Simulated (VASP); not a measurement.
# GaCuSe2 (I-42d) in VASP: single point with PBE+U

Aim: the single point of GaCuSe2 with PBE+U.

Everything below comes from runs of VASP 6.6.1. Logs are shortened: lines on timing, memory, paths and dates and some standing lists are left out, and cuts for length are marked.

### Step 1. The cell of the first run

The structure is tetragonal, space group I-42d (No. 122). The conventional cell has a = 5.619 Å, b = 5.619 Å, c = 11.026 Å, α = 90.00°, β = 90.00°, γ = 90.00°. Within 3.2 Å of Cu (site symmetry -4) lie 4 Se at 2.42 Å. Ga (site symmetry -4) has 4 Se at 2.42 Å within 3.2 Å. Within 3.2 Å of Se (site symmetry 2) lie 2 Ga at 2.42 Å and 2 Cu at 2.42 Å.

### Step 2. Single point, PBE+U, collinear spin

INCAR reads:

```
SYSTEM = GaCuSe2
ALGO = Normal ; EDIFF = 1E-6
ENCUT = 520 ; GGA = PE
ISIF = 2 ; ISMEAR = -1
ISPIN = 2 ; ISYM = 0
KPAR = 4 ; LASPH = .TRUE.
LCHARG = .TRUE. ; LDAU = .TRUE.
LDAUJ = 0 0 0 ; LDAUL = 2 -1 -1
LDAUPRINT = 1 ; LDAUTYPE = 2
LDAUU = 4 0 0 ; LMAXMIX = 4
LORBIT = 11 ; LREAL = .FALSE.
LVHAR = .TRUE. ; LWAVE = .FALSE.
MAGMOM = 1 1 0 0 0 0 0 0 ; NBANDS = 50
NELM = 150 ; PREC = Accurate
SIGMA = 0.1
```

KPOINTS reads:

```
k-points
0
G
  4 4 5
  0 0 0
```

POSCAR reads:

```
GaCuSe2
1.0
   -2.8095500000      2.8095500000      5.5130000000
    2.8095500000     -2.8095500000      5.5130000000
    2.8095500000      2.8095500000     -5.5130000000
Cu Ga Se
2 2 4
Direct
    0.0000000000      0.0000000000      0.0000000000
    0.7500000000      0.2500000000      0.5000000000
    0.5000000000      0.5000000000      0.0000000000
    0.2500000000      0.7500000000      0.5000000000
    0.3750000000      0.3756200000      0.5006200000
    0.6243800000      0.1250000000      0.9993800000
    0.8750000000      0.8743800000      0.4993800000
    0.1256200000      0.6250000000      0.0006200000
```

Potentials or basis: VASP PAW PBE potentials, release 64 (Cu, Ga_d, Se).

Started as:

```bash
$ cat potpaw_PBE.64/Cu/POTCAR potpaw_PBE.64/Ga_d/POTCAR potpaw_PBE.64/Se/POTCAR > POTCAR
$ mpirun -np 4 vasp_std > vasp.out
```

OUTCAR:

```text
SYSTEM = GaCuSe2
   EDIFF = 1E-6
   ENCUT = 520
   GGA = PE
   ISIF = 2
   ISMEAR = -1
   ISPIN = 2
   ISYM = 0
   LASPH = .TRUE.
   LORBIT = 11
   LREAL = .FALSE.
   NELM = 150
   PREC = Accurate

 ion  position               nearest neighbor table
   1  0.000  0.000  0.000-   6 2.42   8 2.42   7 2.42   5 2.42
   2  0.750  0.250  0.500-   5 2.42   7 2.42   6 2.42   8 2.42
   3  0.500  0.500  0.000-   7 2.42   8 2.42   5 2.42   6 2.42
   4  0.250  0.750  0.500-   5 2.42   6 2.42   8 2.42   7 2.42
   5  0.375  0.376  0.501-   4 2.42   3 2.42   2 2.42   1 2.42
   6  0.624  0.125  0.999-   4 2.42   3 2.42   2 2.42   1 2.42
   7  0.875  0.874  0.499-   3 2.42   4 2.42   1 2.42   2 2.42
   8  0.126  0.625  0.001-   3 2.42   4 2.42   1 2.42   2 2.42

IMPORTANT INFORMATION: All symmetrisations will be switched off!
NOSYMM: (Re-)initialisation of all symmetry stuff for point group C_1.

----------------------------------------------------------------------------------------

                                     Primitive cell

  volume of cell :     174.0690

  direct lattice vectors                    reciprocal lattice vectors
    -2.809550000  2.809550000  5.513000000     0.000000000  0.177964443  0.090694722
     2.809550000 -2.809550000  5.513000000     0.177964443  0.000000000  0.090694722
     2.809550000  2.809550000 -5.513000000     0.177964443  0.177964443  0.000000000

  length of vectors
     6.795609715  6.795609715  6.795609715     0.199742022  0.199742022  0.251679728

  position of ions in fractional coordinates (direct lattice)
     0.000000000  0.000000000  0.000000000
     0.750000000  0.250000000  0.500000000
     0.500000000  0.500000000  0.000000000
     0.250000000  0.750000000  0.500000000
     0.375000000  0.375620000  0.500620000
     0.624380000  0.125000000  0.999380000
     0.875000000  0.874380000  0.499380000
     0.125620000  0.625000000  0.000620000

  ion indices of the primitive-cell ions
   primitive index   ion index
                 1           1
                 2           2
                 3           3
                 4           4
                 5           5
                 6           6
                 7           7
                 8           8

----------------------------------------------------------------------------------------

 KPOINTS: k-points

Automatic generation of k-mesh.
 Grid dimensions read from file:
 generate k-points for:    4    4    5

 Generating k-lattice:

  Cartesian coordinates                     Fractional coordinates (reciprocal lattice)
     0.000000000  0.044491111  0.022673680     0.250000000  0.000000000  0.000000000
     0.044491111  0.000000000  0.022673680     0.000000000  0.250000000  0.000000000
     0.035592889  0.035592889  0.000000000     0.000000000  0.000000000  0.200000000

  Length of vectors
     0.049935506  0.049935506  0.050335946

  Shift w.r.t. Gamma in fractional coordinates (k-lattice)
     0.000000000  0.000000000  0.000000000

 -----------------------------------------------------------------------------
|                                                                             |
|           W    W    AA    RRRRR   N    N  II  N    N   GGGG   !!!           |
|           W    W   A  A   R    R  NN   N  II  NN   N  G    G  !!!           |
|           W    W  A    A  R    R  N N  N  II  N N  N  G       !!!           |
|           W WW W  AAAAAA  RRRRR   N  N N  II  N  N N  G  GGG   !            |
|           WW  WW  A    A  R   R   N   NN  II  N   NN  G    G                |
|           W    W  A    A  R    R  N    N  II  N    N   GGGG   !!!           |
|                                                                             |
|     Your reciprocal lattice and k-lattice belong to different lattice       |
|     classes:                                                                |
|                                                                             |
|        The reciprocal lattice is body-centered tetragonal,                  |
|        whereas your k-lattice is base-centered monoclinic.                  |
|                                                                             |
|     Results are often still useful ...                                      |
|                                                                             |
 -----------------------------------------------------------------------------

[... 114 lines left out ...]
  0.0000 -0.0000 -0.0000  0.9457  0.0000
  0.0045  0.0000  0.0000  0.0000  0.9416

 occupancies and eigenvectors

  o =  0.9377  v = -0.0056  0.0001 -1.0000 -0.0002  0.0069  0.0000  0.0000  0.0000  0.0000  0.0000      0.0000  0.0000  0.0000  0.0000  0.0000  0.0000  0.0000  0.0000  0.0000  0.0000
  o =  0.9377  v =  0.0000  0.0000  0.0000  0.0000  0.0000 -0.0055  0.0000 -1.0000 -0.0002  0.0068      0.0000  0.0000  0.0000  0.0000  0.0000  0.0000  0.0000  0.0000  0.0000  0.0000
  o =  0.9385  v =  0.5610 -0.0009 -0.0088 -0.0010 -0.8277  0.0000  0.0000  0.0000  0.0000  0.0000      0.0000  0.0000  0.0000  0.0000  0.0000  0.0000  0.0000  0.0000  0.0000  0.0000
  o =  0.9385  v =  0.0000  0.0000  0.0000  0.0000  0.0000  0.5614 -0.0008 -0.0087 -0.0010 -0.8275      0.0000  0.0000  0.0000  0.0000  0.0000  0.0000  0.0000  0.0000  0.0000  0.0000
  o =  0.9456  v = -0.0047  0.5590 -0.0001  0.8291 -0.0048  0.0000  0.0000  0.0000  0.0000  0.0000      0.0000  0.0000  0.0000  0.0000  0.0000  0.0000  0.0000  0.0000  0.0000  0.0000
  o =  0.9457  v =  0.0012 -0.8291 -0.0002  0.5591  0.0010  0.0000  0.0000  0.0000  0.0000  0.0000      0.0000  0.0000  0.0000  0.0000  0.0000  0.0000  0.0000  0.0000  0.0000  0.0000
  o =  0.9457  v =  0.0000  0.0000  0.0000  0.0000  0.0000 -0.0046  0.5640 -0.0001  0.8257 -0.0047      0.0000  0.0000  0.0000  0.0000  0.0000  0.0000  0.0000  0.0000  0.0000  0.0000
  o =  0.9457  v =  0.0000  0.0000  0.0000  0.0000  0.0000  0.0012 -0.8257 -0.0001  0.5640  0.0010      0.0000  0.0000  0.0000  0.0000  0.0000  0.0000  0.0000  0.0000  0.0000  0.0000
  o =  0.9481  v =  0.8278  0.0050 -0.0007  0.0046  0.5610  0.0000  0.0000  0.0000  0.0000  0.0000      0.0000  0.0000  0.0000  0.0000  0.0000  0.0000  0.0000  0.0000  0.0000  0.0000
  o =  0.9482  v =  0.0000  0.0000  0.0000  0.0000  0.0000  0.8275  0.0049 -0.0007  0.0045  0.5614      0.0000  0.0000  0.0000  0.0000  0.0000  0.0000  0.0000  0.0000  0.0000  0.0000

atom =   2  type =  1  l = 2

 onsite density matrix

spin component  1

  0.9451  0.0000 -0.0000  0.0000 -0.0045
  0.0000  0.9456 -0.0000 -0.0000 -0.0000
 -0.0000 -0.0000  0.9377  0.0000 -0.0000
  0.0000 -0.0000  0.0000  0.9457 -0.0000
 -0.0045 -0.0000 -0.0000 -0.0000  0.9415

spin component  2

  0.9451  0.0000 -0.0000  0.0000 -0.0045
  0.0000  0.9457 -0.0000 -0.0000 -0.0000
 -0.0000 -0.0000  0.9377  0.0000 -0.0000
  0.0000 -0.0000  0.0000  0.9457 -0.0000
 -0.0045 -0.0000 -0.0000 -0.0000  0.9416

 occupancies and eigenvectors

  o =  0.9377  v = -0.0056 -0.0002 -1.0000  0.0000 -0.0070  0.0000  0.0000  0.0000  0.0000  0.0000      0.0000  0.0000  0.0000  0.0000  0.0000  0.0000  0.0000  0.0000  0.0000  0.0000
  o =  0.9377  v =  0.0000  0.0000  0.0000  0.0000  0.0000 -0.0055 -0.0002 -1.0000  0.0001 -0.0069      0.0000  0.0000  0.0000  0.0000  0.0000  0.0000  0.0000  0.0000  0.0000  0.0000
  o =  0.9385  v =  0.5609 -0.0010 -0.0089 -0.0009  0.8278  0.0000  0.0000  0.0000  0.0000  0.0000      0.0000  0.0000  0.0000  0.0000  0.0000  0.0000  0.0000  0.0000  0.0000  0.0000
  o =  0.9385  v =  0.0000  0.0000  0.0000  0.0000  0.0000  0.5614 -0.0010 -0.0088 -0.0008  0.8275      0.0000  0.0000  0.0000  0.0000  0.0000  0.0000  0.0000  0.0000  0.0000  0.0000
  o =  0.9456  v = -0.0047  0.8279 -0.0002  0.5609  0.0048  0.0000  0.0000  0.0000  0.0000  0.0000      0.0000  0.0000  0.0000  0.0000  0.0000  0.0000  0.0000  0.0000  0.0000  0.0000
  o =  0.9457  v =  0.0012  0.5609 -0.0001 -0.8279 -0.0010  0.0000  0.0000  0.0000  0.0000  0.0000      0.0000  0.0000  0.0000  0.0000  0.0000  0.0000  0.0000  0.0000  0.0000  0.0000
  o =  0.9457  v =  0.0000  0.0000  0.0000  0.0000  0.0000 -0.0047  0.8270 -0.0001  0.5621  0.0047      0.0000  0.0000  0.0000  0.0000  0.0000  0.0000  0.0000  0.0000  0.0000  0.0000
  o =  0.9457  v =  0.0000  0.0000  0.0000  0.0000  0.0000  0.0012  0.5621 -0.0001 -0.8271 -0.0010      0.0000  0.0000  0.0000  0.0000  0.0000  0.0000  0.0000  0.0000  0.0000  0.0000
  o =  0.9481  v =  0.8278  0.0045 -0.0007  0.0050 -0.5610  0.0000  0.0000  0.0000  0.0000  0.0000      0.0000  0.0000  0.0000  0.0000  0.0000  0.0000  0.0000  0.0000  0.0000  0.0000
  o =  0.9482  v =  0.0000  0.0000  0.0000  0.0000  0.0000  0.8275  0.0045 -0.0007  0.0049 -0.5614      0.0000  0.0000  0.0000  0.0000  0.0000  0.0000  0.0000  0.0000  0.0000  0.0000

 number of electron      72.0000027 magnetization       0.0000414

 Free energy of the ion-electron system (eV)
  ---------------------------------------------------
  ext. energy  EPLUGINS =         0.00000000
  ---------------------------------------------------
  free energy    TOTEN  =       -28.64873650 eV

  energy without entropy =      -28.64663028  energy(sigma->0) =      -28.64768339

 E-fermi :   4.0753     XC(G=0):  -9.6070

 val. band max:        3.7037618104   @ k =   0.0000   0.0000   0.0000
 cond. band min:       4.3128337666   @ k =   0.0000   0.0000   0.0000
 fundamental gap:      0.6090719562
 Fermi energy:         4.0753200500

 spin component 1

 k-point     1 :       0.0000    0.0000    0.0000
  band No.  band energies     occupation
      1     -11.6196      1.00000
      2     -11.6195      1.00000
      3     -11.6195      1.00000
      4     -11.4669      1.00000
      5     -11.4519      1.00000
      6     -11.4518      1.00000
[... 2441 lines left out ...]
     47      10.2992      0.00000
     48      10.4668      0.00000

 [... further k-points ...]

 [bands above 48 left out]

------------------------ aborting loop because EDIFF is reached ----------------------------------------

  FORCE on cell =-STRESS in cart. coord.  units (eV):
  Direction    XX          YY          ZZ          XY          YZ          ZX
  --------------------------------------------------------------------------------------
  -------------------------------------------------------------------------------------
  Total        3.3438230      3.3437924      3.3786903     -0.0058318     -0.0031375     -0.0031466
  in kB       30.7774298     30.7771482     31.0983573     -0.0536771     -0.0288786     -0.0289625
  external PRESSURE =      30.8843118 kB  Pullay stress =       0.0000000 kB

 VOLUME and BASIS-vectors are now :
 -----------------------------------------------------------------------------
  energy-cutoff  :      520.00
  volume of cell :      174.07
      direct lattice vectors                 reciprocal lattice vectors
    -2.809550000  2.809550000  5.513000000     0.000000000  0.177964443  0.090694722
     2.809550000 -2.809550000  5.513000000     0.177964443  0.000000000  0.090694722
     2.809550000  2.809550000 -5.513000000     0.177964443  0.177964443  0.000000000

 POSITION                                       TOTAL-FORCE (eV/Angst)
 -----------------------------------------------------------------------------------
      0.00000      0.00000      0.00000         0.000093      0.000064     -0.000463
     -0.00000      2.80955      2.75650         0.000063      0.000094     -0.000463
      0.00000      0.00000      5.51300         0.000232      0.000174     -0.000547
      2.80955     -0.00000      2.75650         0.000176      0.000237     -0.000538
      1.40826      1.40478      1.37825        -0.270294      0.000185      0.000623
      1.40477      4.21084     -1.37825        -0.000359      0.269838      0.000384
      1.40129      1.40477      6.89125         0.269838     -0.000293      0.000356
      1.40478     -1.40129      4.13475         0.000252     -0.270299      0.000649
 -----------------------------------------------------------------------------------
    total drift:                                0.000016      0.000006     -0.000003

  FREE ENERGIE OF THE ION-ELECTRON SYSTEM (eV)
  ---------------------------------------------------
  free  energy   TOTEN  =       -28.6487364995 eV

  energy  without entropy=      -28.6466302804  energy(sigma->0) =      -28.64768339

 total charge

# of ion       s       p       d       tot
------------------------------------------
    1        0.349   0.318   9.409  10.076
    2        0.349   0.318   9.409  10.076
    3        0.865   0.744  10.028  11.636
    4        0.865   0.744  10.028  11.636
    5        1.445   2.400   0.046   3.890
    6        1.445   2.400   0.046   3.890
    7        1.445   2.400   0.046   3.890
    8        1.445   2.400   0.046   3.890
--------------------------------------------------
tot          8.206  11.723  39.055  58.984

 magnetization (x)

# of ion       s       p       d       tot
------------------------------------------
    1        0.000   0.000  -0.000  -0.000
    2        0.000   0.000  -0.000  -0.000
    3       -0.000  -0.000   0.000  -0.000
    4       -0.000  -0.000   0.000  -0.000
    5       -0.000  -0.000  -0.000  -0.000
    6       -0.000  -0.000  -0.000  -0.000
    7       -0.000  -0.000  -0.000  -0.000
    8       -0.000  -0.000  -0.000  -0.000
--------------------------------------------------
tot         -0.000  -0.000  -0.000  -0.000
```

Wall time 4.5 min (4 MPI ranks of AMD EPYC 7R13 (Zen 3), shared host); peak memory 0.84 GiB.

What came out:

```yaml
Free_energy: -28.6487 eV
Pressure: 3.1 GPa
Largest_force: 0.270 eV/Å
Band_gap_on_the_k_mesh: 0.61 eV
Net_moment: 0.00 μB per cell
Valence_electrons_inside_the_program's_atomic_spheres: Cu 10.08; Ga 11.64; Se 3.89
```

Forces in eV/Å, atoms in the order of the input:
```
Cu   0.000  0.000  0.000
Cu   0.000  0.000  0.000
Ga   0.000  0.000 -0.001
Ga   0.000  0.000 -0.001
Se  -0.270  0.000  0.001
Se   0.000  0.270  0.000
Se   0.270  0.000  0.000
Se   0.000 -0.270  0.001
```

Eigenvalues of the final occupation matrices:
```csv
site,spin,trace,eigenvalues
site 1 d,1,4.72,0.94 0.94 0.95 0.95 0.95
site 1 d,2,4.72,0.94 0.94 0.95 0.95 0.95
site 2 d,1,4.72,0.94 0.94 0.95 0.95 0.95
site 2 d,2,4.72,0.94 0.94 0.95 0.95 0.95
```

Caveat: the cell stands under pressure.
